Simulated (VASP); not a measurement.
# Ni (Fm-3m) in VASP: notebook, part 2 of 2

VASP 6.6.1.

## 3. Electric field gradients, PBE, collinear spin, ferromagnetic start

This run uses another cell than the first one, of 10.94 Å³/atom.

INCAR

```
SYSTEM = Ni
PREC     = Accurate       ! precision mode
ENCUT    = 520            ! plane-wave cutoff, eV
EDIFF    = 1E-8           ! SCF threshold, eV
ISMEAR   = 0              ! smearing method
SIGMA    = 0.05           ! smearing width, eV
LREAL    = .FALSE.        ! projectors in reciprocal space
LASPH    = .TRUE.         ! aspherical terms in the spheres
NELM     = 150            ! most SCF steps
ALGO     = Normal         ! electronic algorithm
ISIF     = 2              ! what is computed and relaxed
LWAVE    = .FALSE.        ! write WAVECAR
LCHARG   = .FALSE.        ! write CHGCAR
ISPIN    = 2              ! spin polarisation
MAGMOM   = 0.76           ! initial moments
LORBIT   = 11             ! projections on sites
LMAXMIX  = 4              ! l up to which the mixer works
GGA      = PE             ! functional
LEFG     = .TRUE.       
NBANDS   = 15             ! bands
```

KPOINTS

```
Automatic mesh
0
G
  22 22 22
  0 0 0
```

POSCAR

```
Ni
1.0
    0.0000000000      1.7619350000      1.7619350000
    1.7619350000      0.0000000000      1.7619350000
    1.7619350000      1.7619350000      0.0000000000
Ni
1
Direct
    0.0000000000      0.0000000000      0.0000000000
```

Potentials or basis: VASP PAW PBE potentials, release 64 (Ni).

Launch:

```console
cat potpaw_PBE.64/Ni/POTCAR > POTCAR
mpirun -np 1 vasp_std > vasp.out
```

OUTCAR:

```text
SYSTEM = Ni
   PREC = Accurate
   ENCUT = 520
   EDIFF = 1E-8
   ISMEAR = 0
   LREAL = .FALSE.
   LASPH = .TRUE.
   NELM = 150
   ISIF = 2
   ISPIN = 2
   LORBIT = 11
   GGA = PE

 ion  position               nearest neighbor table
   1  0.000  0.000  0.000-

  LATTYP: Found a face centered cubic cell.
 ALAT       =     3.5238700000

  Lattice vectors:

 A1 = (   0.0000000000,   1.7619350000,   1.7619350000)
 A2 = (   1.7619350000,   0.0000000000,   1.7619350000)
 A3 = (   1.7619350000,   1.7619350000,   0.0000000000)

Analysis of symmetry for initial positions (statically):
=====================================================================
 Subroutine PRICEL returns:
 Original cell was already a primitive cell.

 Routine SETGRP: Setting up the symmetry group for a
 face centered cubic supercell.

 Subroutine GETGRP returns: Found 48 space group operations
[... 1071 lines left out ...]
     0.000000000  1.761935000  1.761935000    -0.283778914  0.283778914  0.283778914
     1.761935000  0.000000000  1.761935000     0.283778914 -0.283778914  0.283778914
     1.761935000  1.761935000  0.000000000     0.283778914  0.283778914 -0.283778914

 POSITION                                       TOTAL-FORCE (eV/Angst)
 -----------------------------------------------------------------------------------
      0.00000      0.00000      0.00000        -0.000000     -0.000000      0.000000
 -----------------------------------------------------------------------------------
    total drift:                                0.000000      0.000000      0.000000

  FREE ENERGIE OF THE ION-ELECTRON SYSTEM (eV)
  ---------------------------------------------------
  free  energy   TOTEN  =        -5.4716110019 eV

  energy  without entropy=       -5.4697626515  energy(sigma->0) =       -5.47068683

 Electric field gradients (V/A^2)
---------------------------------------------------------------------
 ion       V_xx      V_yy      V_zz      V_xy      V_xz      V_yz
---------------------------------------------------------------------
   1      -0.000     0.000     0.000    -0.002    -0.002    -0.002
---------------------------------------------------------------------

 Electric field gradients after diagonalization (V/A^2)
 (convention: |V_zz| > |V_xx| > |V_yy|)
----------------------------------------------------------------------
 ion       V_xx      V_yy      V_zz     asymmetry (V_yy - V_xx)/ V_zz
----------------------------------------------------------------------
   1       0.002     0.002    -0.003       0.000
----------------------------------------------------------------------

           NMR quadrupolar parameters

 Cq : quadrupolar parameter    Cq=e*Q*V_zz/h
 eta: asymmetry parameters     (V_yy - V_xx)/ V_zz
 Q  : nuclear electric quadrupole moment in mb (millibarn)
----------------------------------------------------------------------
 ion       Cq(MHz)       eta       Q (mb)
----------------------------------------------------------------------
   1      -0.000       0.000       1.000
----------------------------------------------------------------------

 total charge

# of ion       s       p       d       tot
------------------------------------------
    1        0.496   0.493   8.311   9.300

 magnetization (x)

# of ion       s       p       d       tot
------------------------------------------
    1       -0.006  -0.025   0.689   0.658
```

OSZICAR:

```text
N       E                     dE             d eps       ncg     rms          rms(c)
DAV:   1     0.326644791424E+02    0.32664E+02   -0.42495E+03 20992   0.860E+02
DAV:   2    -0.508606769729E+01   -0.37751E+02   -0.35083E+02 22550   0.162E+02
DAV:   3    -0.649283875567E+01   -0.14068E+01   -0.13954E+01 24097   0.306E+01
DAV:   4    -0.650143023258E+01   -0.85915E-02   -0.85902E-02 24111   0.227E+00
DAV:   5    -0.650153993995E+01   -0.10971E-03   -0.10971E-03 24618   0.230E-01    0.986E+00
DAV:   6    -0.581965770564E+01    0.68188E+00   -0.13739E+01 28423   0.404E+01    0.597E+00
DAV:   7    -0.548863668520E+01    0.33102E+00   -0.23850E+00 26438   0.152E+01    0.193E+00
DAV:   8    -0.547449159619E+01    0.14145E-01   -0.24632E-02 24582   0.107E+00    0.940E-01
DAV:   9    -0.547207856453E+01    0.24130E-02   -0.20310E-03 32035   0.286E-01    0.248E-01
DAV:  10    -0.547161579555E+01    0.46277E-03   -0.56618E-04 32653   0.128E-01    0.357E-02
DAV:  11    -0.547160994338E+01    0.58522E-05   -0.29172E-05 29312   0.343E-02    0.329E-02
DAV:  12    -0.547161084434E+01   -0.90096E-06   -0.89213E-07 27978   0.818E-03    0.782E-03
DAV:  13    -0.547161108173E+01   -0.23739E-06   -0.29703E-07 28438   0.402E-03    0.242E-03
DAV:  14    -0.547161103237E+01    0.49365E-07   -0.81933E-09 21614   0.919E-04    0.387E-04
DAV:  15    -0.547161101440E+01    0.17963E-07   -0.28141E-09 17435   0.381E-04    0.159E-04
DAV:  16    -0.547161100235E+01    0.12049E-07   -0.50224E-10 14453   0.163E-04    0.339E-05
DAV:  17    -0.547161100186E+01    0.49454E-09   -0.39460E-11 11814   0.589E-05
   1 F= -.54716110E+01 E0= -.54706868E+01  d E =-.184835E-02  mag=     0.6461
```

Run time: 65 s. Hardware: 1 thread of Intel Xeon 6975P-C (Granite Rapids), shared host; peak memory 0.19 GiB.

Results:

| Item | Value |
| --- | --- |
| Free energy | -5.4716 eV |
| Pressure | -0.9 GPa |
| Net moment | 0.65 μB per cell |
| Site moments | Ni +0.66 μB |
| Largest electric field gradient by atom | zero within the noise of the run |
| Valence electrons inside the program's atomic spheres | Ni 9.30 |

Levels at points of the mesh, in eV from the Fermi level:
Spin up:
```
           k point  band 3  band 4  band 5  band 6  band 7  band 8
(0.00, 0.00, 0.00)   -2.45   -2.45   -1.28   -1.28   23.67   27.48
(0.50, 0.00, 0.00)   -2.43   -0.63   -0.63   -0.29    5.60   22.16
(0.50, 0.50, 0.00)   -0.57   -0.51   -0.51    2.43    9.15   14.76
```
Spin down:
```
           k point  band 1  band 2  band 3  band 4  band 5  band 6  band 7  band 8  band 9  band 10
(0.00, 0.00, 0.00)   -9.02   -1.67   -1.67   -1.67   -0.68   -0.68   23.50   27.47   27.47    27.47
(0.50, 0.00, 0.00)   -4.38   -1.79   -1.79   -0.36    0.15    0.15    6.04   22.01   24.65    24.65
(0.50, 0.50, 0.00)   -4.28   -3.56    0.05    0.38    0.38    2.39    9.40   14.77   14.77    19.81
```
